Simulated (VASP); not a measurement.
Write the native input for VASP 6.6.1 that does the following.

* Task: single point
* Functional: r2SCAN
* Potentials or basis: VASP PAW PBE potentials, release 64 (Ta_pv)
* Cutoff: 520 eV
* k mesh: 20 × 20 × 20
* Occupations: gaussian, width 0.15 eV
* Spin: no spin polarisation
* Dipole correction: no
* Further INCAR settings: ALGO = Normal; EDIFF = 1e-06; NBANDS = 12

Ta:

```
Ta
1.0
    -1.65128    1.65128    1.51918
     1.65128   -1.65128    1.51918
     1.65128    1.65128   -1.51918
Ta
1
Cartesian
  0.0000 0.0000 0.0000
```

This cell differs from its parent crystal: strain +0.000 along x and y, -0.080 along z.

These files were run (other wordings do the same):

POSCAR

```
Ta
1.0
   -1.6512800000      1.6512800000      1.5191776000
    1.6512800000     -1.6512800000      1.5191776000
    1.6512800000      1.6512800000     -1.5191776000
Ta
1
Direct
    0.0000000000      0.0000000000      0.0000000000
```

INCAR.step1

```
ALGO = Normal
EDIFF = 1E-4
ENCUT = 520
GGA = PE
ISMEAR = 0
LASPH = True
LCHARG = False
LREAL = False
LWAVE = True
NBANDS = 12
NELM = 100
PREC = Accurate
SIGMA = 0.15
```

INCAR.step2

```
ALGO = Normal
EDIFF = 1E-6
ENCUT = 520
ISIF = 2
ISMEAR = 0
ISTART = 1
LASPH = True
LCHARG = False
LMIXTAU = True
LREAL = False
LWAVE = False
METAGGA = R2SCAN
NBANDS = 12
NELM = 100
PREC = Accurate
SIGMA = 0.15
```

KPOINTS

```
k-points
0
Gamma
  20 20 20
```

Potentials or basis: VASP PAW PBE potentials, release 64 (Ta_pv).

Command:

```sh
$ cat potpaw_PBE.64/Ta_pv/POTCAR > POTCAR
$ cp INCAR.step1 INCAR
$ mpirun -np 1 vasp_std > vasp.out
$ cp INCAR.step2 INCAR
$ mpirun -np 1 vasp_std > vasp.out
```

Results of the run:

```yaml
Pressure: 21.9 GPa
Band_gap_on_the_k_mesh: zero (an odd number of electrons rules out a gap without spin polarisation)
```

Caveat: the cell differs from its parent crystal (strain +0.000 along x and y, -0.080 along z); the stress differs along the axes, from 19 to 28 GPa; the PAW data sets were made with another functional, which shifts forces and pressure a little; spin-orbit coupling is left out, which moves the levels of the heavy elements.

It took 5 min on 1 thread of AMD EPYC 9R45 96-Core Processor (Zen 5), with other jobs on the host, peak memory 0.22 GiB.
